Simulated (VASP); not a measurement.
Runs of VASP 6.6.1 on P. The structure is that of space group P6_3/mmc (No. 194), or close to it. The cells are those of the table. 

```csv
task,cell,cutoff (eV),gap on the mesh (eV),pressure (GPa)
relaxation of cell and atoms,"relaxed from a = 2.512, b = 2.512, c = 4.070 Å, angles 90.0, 90.0, 120.0°, 2 atoms",600,none,0.0
single point,"a = 2.787, b = 2.787, c = 4.588 Å, angles 90.0, 90.0, 120.0°, 2 atoms",520,none,-5.0
electric field gradients,"a = 2.761, b = 2.761, c = 4.404 Å, angles 90.0, 90.0, 120.0°, 2 atoms",520,none,(a)
electric field gradients,"a = 2.787, b = 2.787, c = 4.588 Å, angles 90.0, 90.0, 120.0°, 2 atoms",520,none,-5.0
single point,"a = 2.705, b = 2.705, c = 4.588 Å, angles 90.0, 90.0, 120.0°, 2 atoms",520,none,-0.2
```

Alike in all rows: level PBE; potentials or basis VASP PAW PBE potentials, release 64 (P); no spin polarisation; k mesh 15 × 15 × 8; smearing fermi-dirac 0.05 eV.

Q: Fill in the values left out.

A: (a) -0.1.

A gap of «none» marks levels without a gap at the run's occupations.
